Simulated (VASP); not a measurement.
# Pb (P6_3/mmc) in VASP: electric field gradients with PBEsol

Aim: the electric field gradients of Pb with PBEsol.

Program: VASP 6.6.1. These are calculated values, not measurements. Logs are shortened: lines on timing, memory, paths and dates and some standing lists are left out, and cuts for length are marked.

## (1) The cell of the first run

It takes space group P6_3/mmc (No. 194, hexagonal). Conventional cell: a = 3.584 Å, b = 3.584 Å, c = 5.590 Å, α = 90.00°, β = 90.00°, γ = 120.00°. Pb (site symmetry -6m2) has 12 Pb at 3.48 to 3.58 Å within 4.6 Å.

## (2) Electric field gradients, PBEsol (equal xx and yy strain of +3 %)

File INCAR:

```
SYSTEM = Pb
ALGO = Normal ; EDIFF = 1E-8
ENCUT = 400 ; GGA = PS
GGA_COMPAT = .FALSE. ; ISIF = 2
ISMEAR = -1 ; LASPH = .TRUE.
LCHARG = .FALSE. ; LEFG = .TRUE.
LREAL = .FALSE. ; LWAVE = .FALSE.
NBANDS = 21 ; NELM = 120
PREC = Accurate ; SIGMA = 0.05
```

File KPOINTS:

```
k-points
0
G
  12 12 7
  0 0 0
```

File POSCAR:

```
Pb
1.0
    3.5844007113      0.0000000000      0.0000000000
   -1.7922003557      3.1041820733      0.0000000000
    0.0000000000      0.0000000000      5.5900000000
Pb
2
Direct
    0.3333333333      0.6666666667      0.2500000000
    0.6666666667      0.3333333333      0.7500000000
```

Potentials or basis: VASP PAW PBE potentials, release 64 (Pb_d).

Started as:

```sh
cat potpaw_PBE.64/Pb_d/POTCAR > POTCAR
mpirun -np 1 vasp_std > vasp.out
```

OUTCAR:

```text
SYSTEM = Pb
   EDIFF = 1E-8
   ENCUT = 400
   GGA = PS
   ISIF = 2
   ISMEAR = -1
   LASPH = .TRUE.
   LREAL = .FALSE.
   NELM = 120
   PREC = Accurate

 ion  position               nearest neighbor table
   1  0.333  0.667  0.250-   2 3.48   2 3.48   2 3.48   2 3.48   2 3.48   2 3.48
   2  0.667  0.333  0.750-   1 3.48   1 3.48   1 3.48   1 3.48   1 3.48   1 3.48

  LATTYP: Found a hexagonal cell.
 ALAT       =     3.5844007113
 C/A-ratio  =     1.5595354566

  Lattice vectors:

 A1 = (   3.5844007113,   0.0000000000,   0.0000000000)
 A2 = (  -1.7922003557,   3.1041820733,   0.0000000000)
 A3 = (   0.0000000000,   0.0000000000,   5.5900000000)

Analysis of symmetry for initial positions (statically):
=====================================================================
 Subroutine PRICEL returns:
 Original cell was already a primitive cell.

 Routine SETGRP: Setting up the symmetry group for a
 hexagonal supercell.

 Subroutine GETGRP returns: Found 24 space group operations
 (whereof 12 operations were pure point group operations)
 out of a pool of 24 trial point group operations.

The static configuration has the point symmetry D_3d.
 The point group associated with its full space group is D_6h.

Analysis of symmetry for dynamics (positions and initial velocities):
=====================================================================
 Subroutine PRICEL returns:
 Original cell was already a primitive cell.

 Routine SETGRP: Setting up the symmetry group for a
 hexagonal supercell.

 Subroutine GETGRP returns: Found 24 space group operations
 (whereof 12 operations were pure point group operations)
 out of a pool of 24 trial point group operations.

The dynamic configuration has the point symmetry D_3d.
 The point group associated with its full space group is D_6h.

 Subroutine INISYM returns: Found 24 space group operations
 (whereof 12 operations are pure point group operations),
 and found     1 'primitive' translations

----------------------------------------------------------------------------------------

                                     Primitive cell

  volume of cell :      62.1979

  direct lattice vectors                    reciprocal lattice vectors
     3.584400711  0.000000000  0.000000000     0.278986665  0.161073026  0.000000000
    -1.792200356  3.104182073  0.000000000     0.000000000  0.322146052  0.000000000
     0.000000000  0.000000000  5.590000000     0.000000000  0.000000000  0.178890877

  length of vectors
     3.584400711  3.584400711  5.590000000     0.322146052  0.322146052  0.178890877

  position of ions in fractional coordinates (direct lattice)
     0.333333333  0.666666667  0.250000000
     0.666666667  0.333333333  0.750000000

  ion indices of the primitive-cell ions
   primitive index   ion index
                 1           1
                 2           2

----------------------------------------------------------------------------------------

 KPOINTS: k-points

Automatic generation of k-mesh.
 Grid dimensions read from file:
 generate k-points for:   12   12    7

 Generating k-lattice:

  Cartesian coordinates                     Fractional coordinates (reciprocal lattice)
     0.023248889  0.013422752  0.000000000     0.083333333  0.000000000  0.000000000
     0.000000000  0.026845504  0.000000000     0.000000000  0.083333333  0.000000000
     0.000000000  0.000000000  0.025555840     0.000000000  0.000000000  0.142857143

  Length of vectors
     0.026845504  0.026845504  0.025555840

  Shift w.r.t. Gamma in fractional coordinates (k-lattice)
     0.000000000  0.000000000  0.000000000

 Subroutine IBZKPT returns following result:
 ===========================================

 Found     76 irreducible k-points:

 Following reciprocal coordinates:
            Coordinates               Weight
  0.000000  0.000000  0.000000      1.000000
  0.083333  0.000000  0.000000      6.000000
  0.166667 -0.000000  0.000000      6.000000
  0.250000  0.000000  0.000000      6.000000
  0.333333 -0.000000  0.000000      6.000000
  0.416667  0.000000  0.000000      6.000000
[... 16 lines left out ...]
  0.250000  0.000000  0.142857     12.000000
  0.333333 -0.000000  0.142857     12.000000
 [... further k-points ...]
   k-points           NKPTS =     76   k-points in BZ     NKDIM =     76   number of bands    NBANDS=     21
   number of dos      NEDOS =    301   number of ions     NIONS =      2
   total plane-waves  NPLWV =  20736
   dimension x,y,z NGX =    24 NGY =   24 NGZ =   36
   dimension x,y,z NGXF=    48 NGYF=   48 NGZF=   72
   ions per type =               2
   NGX,Y,Z   is equivalent  to a cutoff of  11.13, 11.13, 10.71 a.u.
   NGXF,Y,Z  is equivalent  to a cutoff of  22.26, 22.26, 21.41 a.u.
 SYSTEM =  Pb
   PREC   = accura    normal or accurate (medium, high low for compatibility)
   ISTART =      0    job   : 0-new  1-cont  2-samecut
   ICHARG =      2    charge: 1-file 2-atom 10-const
   ISPIN  =      1    spin polarized calculation?
   LNONCOLLINEAR =      F non collinear calculations
   LSORBIT =      F    spin-orbit coupling
   LASPH  =      T    aspherical Exc in radial PAW
   ENCUT  =  400.0 eV  29.40 Ry    5.42 a.u.   5.85  5.85  9.12*2*pi/ulx,y,z
   NELM   =    120;   NELMIN=  2; NELMDL= -5     # of ELM steps
   EDIFF  = 0.1E-07   stopping-criterion for ELM
   LREAL  =      F    real-space projection
   EDIFFG = 0.1E-06   stopping-criterion for IOM
   NSW    =      0    number of steps for IOM
   IBRION =     -1    ionic relax: 0-MD 1-quasi-New 2-CG
   NFREE  =      0    steps in history (QN), initial steepest desc. (CG)
   ISIF   =      2    stress and relaxation
   ISYM   =      2    0-nonsym 1-usesym 2-fastsym
   POTIM  = 0.5000    time-step for ionic-motion
   TEBEG  =    0.0;   TEEND  =   0.0 temperature during run
   PSTRESS=    0.0 pullay stress
   NELECT =      28.0000    total number of electrons
   NUPDOWN=      -1.0000    fix difference up-down
   EMIN   =  10.00;   EMAX   =-10.00  energy-range for DOS
   EFERMI =   0.00;   METHOD = LEGACY
   ISMEAR =    -1;   SIGMA  =   0.05  broadening in eV -4-tet -1-fermi 0-gaus
   EFERMI_NEDOS =   21; number of points for ismear=-14 and -15
   IALGO  =     38    algorithm
   IMIX   =      4    mixing-type and parameters
     AMIX     =   0.40;   BMIX     =  1.00
     AMIX_MAG =   1.60;   BMIX_MAG =  1.00
  volume/ion in A,a.u.               =      31.10       209.87
  Fermi-wavevector in a.u.,A,eV,Ry     =   1.254688  2.371016 21.418854  1.574241
  Thomas-Fermi vector in A             =   2.388481
   LORBIT       =      0    0 simple, 1 ext, 2 COOP (PROOUT), +10 PAW based schemes
   GGA     = PS    functional components
   LHFCALC =     F    Hartree Fock is set to
   AEXX    =    0.0000 exact exchange contribution
   IVDW    =     0    specifies the selected vdW correction
   LEPSILON=     F    determine dielectric tensor
   LRPA    =     F    only Hartree local field effects (RPA)
 non-spin polarized calculation
  energy-cutoff  :      400.00
  volume of cell :       62.20
 maximum number of plane-waves:      1152
 NGX is ok and might be reduce to    24
   NGX = 11   NGY = 11   NGZ = 19

 number of electron      27.9999985 magnetization

 Free energy of the ion-electron system (eV)
  ---------------------------------------------------
  ext. energy  EPLUGINS =         0.00000000
  ---------------------------------------------------
  free energy    TOTEN  =        -7.94371061 eV

  energy without entropy =       -7.93367394  energy(sigma->0) =       -7.93869228

 E-fermi :   6.7792     XC(G=0): -10.2214

 val. band max:        6.7734060610   @ k =   0.1667   0.0833   0.4286
 cond. band min:       6.7973142037   @ k =   0.3333   0.0833   0.0000
 fundamental gap:      0.0239081427
 Fermi energy:         6.7791823713

 k-point     1 :       0.0000    0.0000    0.0000
  band No.  band energies     occupation
      1     -10.1841      2.00000
      2     -10.1337      2.00000
      3     -10.1298      2.00000
      4     -10.1298      2.00000
      5     -10.1072      2.00000
      6     -10.1072      2.00000
[... 13 lines left out ...]
     20      15.4905      0.00000
     21      18.2000      0.00000
[... 529 lines left out ...]
 k-point    24 :       0.3333   -0.0000    0.1429
  band No.  band energies     occupation
      1     -10.2525      2.00000
      2     -10.1911      2.00000
      3     -10.1494      2.00000
      4     -10.1370      2.00000
      5     -10.0556      2.00000
      6     -10.0252      2.00000
[... 13 lines left out ...]
     20      14.7798      0.00000
     21      17.3649      0.00000

 [... further k-points ...]

------------------------ aborting loop because EDIFF is reached ----------------------------------------

  FORCE on cell =-STRESS in cart. coord.  units (eV):
  Direction    XX          YY          ZZ          XY          YZ          ZX
  --------------------------------------------------------------------------------------
  -------------------------------------------------------------------------------------
  Total       -0.8658076     -0.8658076     -0.4229857      0.0000000      0.0000000      0.0000000
  in kB      -22.3026469    -22.3026469    -10.8958405      0.0000000      0.0000000      0.0000000
  external PRESSURE =     -18.5003781 kB  Pullay stress =       0.0000000 kB

 VOLUME and BASIS-vectors are now :
 -----------------------------------------------------------------------------
  energy-cutoff  :      400.00
  volume of cell :       62.20
      direct lattice vectors                 reciprocal lattice vectors
     3.584400711  0.000000000  0.000000000     0.278986665  0.161073026  0.000000000
    -1.792200356  3.104182073  0.000000000     0.000000000  0.322146052  0.000000000
     0.000000000  0.000000000  5.590000000     0.000000000  0.000000000  0.178890877

 POSITION                                       TOTAL-FORCE (eV/Angst)
 -----------------------------------------------------------------------------------
     -0.00000      2.06945      1.39750         0.000000     -0.000000      0.000000
      1.79220      1.03473      4.19250        -0.000000      0.000000      0.000000
 -----------------------------------------------------------------------------------
    total drift:                                0.000000     -0.000000      0.000000

  FREE ENERGIE OF THE ION-ELECTRON SYSTEM (eV)
  ---------------------------------------------------
  free  energy   TOTEN  =        -7.9437106135 eV

  energy  without entropy=       -7.9336739370  energy(sigma->0) =       -7.93869228

 Electric field gradients (V/A^2)
---------------------------------------------------------------------
 ion       V_xx      V_yy      V_zz      V_xy      V_xz      V_yz
---------------------------------------------------------------------
   1      16.183    16.185   -32.368     0.002     0.000    -0.000
   2      16.183    16.185   -32.368     0.002    -0.000     0.000
---------------------------------------------------------------------

 Electric field gradients after diagonalization (V/A^2)
 (convention: |V_zz| > |V_xx| > |V_yy|)
----------------------------------------------------------------------
 ion       V_xx      V_yy      V_zz     asymmetry (V_yy - V_xx)/ V_zz
----------------------------------------------------------------------
   1      16.186    16.182   -32.368       0.000
   2      16.186    16.182   -32.368       0.000
----------------------------------------------------------------------

           NMR quadrupolar parameters

 Cq : quadrupolar parameter    Cq=e*Q*V_zz/h
 eta: asymmetry parameters     (V_yy - V_xx)/ V_zz
 Q  : nuclear electric quadrupole moment in mb (millibarn)
----------------------------------------------------------------------
 ion       Cq(MHz)       eta       Q (mb)
----------------------------------------------------------------------
   1      -0.078       0.000       1.000
   2      -0.078       0.000       1.000
----------------------------------------------------------------------
```

Run time: 89 s. Hardware: 1 thread of Intel Xeon 8259CL, shared host; peak memory 0.19 GiB.

Results:

- Free energy: -7.9437 eV
- Pressure: -1.9 GPa
- Band gap on the k mesh: zero (band 14 reaches 11.82 eV, above the bottom of band 15 at 4.83 eV)

Electric field gradients, principal values (V/Å²):
```csv
atom,least,middle,greatest (by size)
1 Pb,16.182,16.186,-32.368
2 Pb,16.182,16.186,-32.368
```

Caveat: the cell differs from its parent crystal (equal xx and yy strain of +3 %); without QUAD_EFG the Cq values of the log hold for a quadrupole moment of 1 mb, not for the nuclei; the PAW data sets were made with another functional, which shifts forces and pressure a little; spin-orbit coupling is left out, which moves the levels of the heavy elements.
